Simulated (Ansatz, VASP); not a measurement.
## HfO2: VASP beside Ansatz

```xyz
3
Lattice="0.0000 2.5292 2.5292 2.6430 0.0000 2.5292 2.6430 2.5292 0.0000" Properties=species:S:1:pos:R:3 pbc="T T T"
Hf    0.0000    0.0000    0.0000
O     1.3215    1.2646    1.2646
O     3.9645    3.7937    3.7937
```

Change from the starting cell: strain +0.0450 x Voigt [1, 0, 0, 0, 0, 0], atoms carried along.

Alike in both runs: task single point; functional r2SCAN; k mesh 8 × 8 × 8; occupations gaussian, width 0.05 eV; no spin polarisation.

|  | VASP | Ansatz |
| --- | --- | --- |
| version | VASP 6.6.1 | Ansatz 0.2.0 |
| potentials or method | VASP PAW PBE potentials, release 64 (Hf_pv, O), cutoff 520 eV | scalar-relativistic, plane waves, PAW |
| valence electrons in the cell | 22 | 38 |

```tsv
	VASP	Ansatz	Ansatz less VASP
gap on the k mesh at the Fermi level (eV)	3.80	3.81	+0.010
least direct gap on the mesh (eV)	3.92	3.92	+0.004
pressure (GPa)	-14.3	-10.8	+3.54
traceless stress, the component that is largest in VASP (GPa)	-13.99	-13.77	+0.219
```

VASP's potentials were made for PBE, not for r2SCAN. VASP's potentials hold 22 valence electrons a cell and Ansatz's 38, so a difference there can come from the potentials and not from the codes.

Neither program's run includes spin-orbit coupling.
